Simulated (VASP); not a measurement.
**SiC: single point with PBE**

Crystal: SiC.

```xyz
4
Lattice="3.0919 0.0000 0.0000 -1.5460 2.6777 0.0000 0.0000 0.0000 5.0742" Properties=species:S:1:pos:R:3 pbc="T T T"
Si    0.0000    1.7851    0.0030
Si    1.5460    0.8926    2.5401
C     0.0000    1.7851    1.9100
C     1.5460    0.8926    4.4472
```

```json
{
 "Program": "VASP 6.6.1",
 "Task": "single point",
 "Functional": "PBE",
 "Potentials or basis": "VASP PAW PBE potentials, release 64 (Si, C)",
 "Cutoff": "600 eV",
 "k mesh": "12 × 12 × 6",
 "Occupations": "gaussian, width 0.02 eV",
 "Spin": "no spin polarisation",
 "Dipole correction": "no",
 "Further INCAR settings": "ALGO = Normal; EDIFF = 1e-06; NBANDS = 16"
}
```

The pressure is -0.2 GPa and the band gap on the k mesh is 2.30 eV (least direct gap 3.94 eV).

Levels at points of the mesh, in eV from the valence-band top:
```tsv
k point	band 5	band 6	band 7	band 8	band 9	band 10	band 11	band 12
(0.00, 0.00, 0.00)	-1.31	-0.11	0.00	0.00	4.67	6.04	6.58	6.58
(0.50, 0.00, 0.00)	-5.37	-3.29	-3.24	-1.19	2.75	4.21	6.76	7.07
(0.00, 0.00, 0.50)	-0.71	-0.71	-0.71	-0.71	5.76	5.76	7.27	7.27
(0.50, 0.00, 0.50)	-2.42	-2.42	-2.31	-2.31	3.25	3.25	5.19	5.19
```

Run time: 29 s on 1 thread of Intel(R) Xeon(R) 6975P-C (Granite Rapids), with other jobs on the host, peak memory 0.19 GiB.

A k mesh can miss the band edges.
